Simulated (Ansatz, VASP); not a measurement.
## SrTiO3 in VASP and in Ansatz

```xyz
5
Lattice="3.9068 0.0000 0.0000 0.0000 3.9068 0.0000 0.0000 0.0000 3.9068" Properties=species:S:1:pos:R:3 pbc="T T T"
Sr    1.9534    1.9534    1.9534
Ti    0.0000    0.0000    0.0000
O     1.9534    0.0000    0.0000
O     0.0000    1.9534    0.0000
O     0.0000    0.0000    1.9534
```

Alike in both runs: functional r2SCAN; k mesh 8 × 8 × 8; occupations fermi-dirac, width 0.1 eV; no spin polarisation.

Ansatz relaxed the structure, and its values are those at the end. VASP's run is a single point on that final structure, the one shown.

|  | VASP | Ansatz |
| --- | --- | --- |
| version | VASP 6.6.1 | Ansatz 0.2.0 |
| potentials or method | VASP PAW PBE potentials, release 64 (Sr_sv, Ti_sv, O) | PAW with Ansatz's default frozen-core files, scalar-relativistic |
| plane-wave cutoff (eV) | 660 | 500 |
| valence electrons in the cell | 40 | 40 |

```csv
,VASP,Ansatz,Ansatz less VASP
pressure (GPa),0.7,0.0,-0.71
```

VASP's potentials were made for PBE, not for r2SCAN.
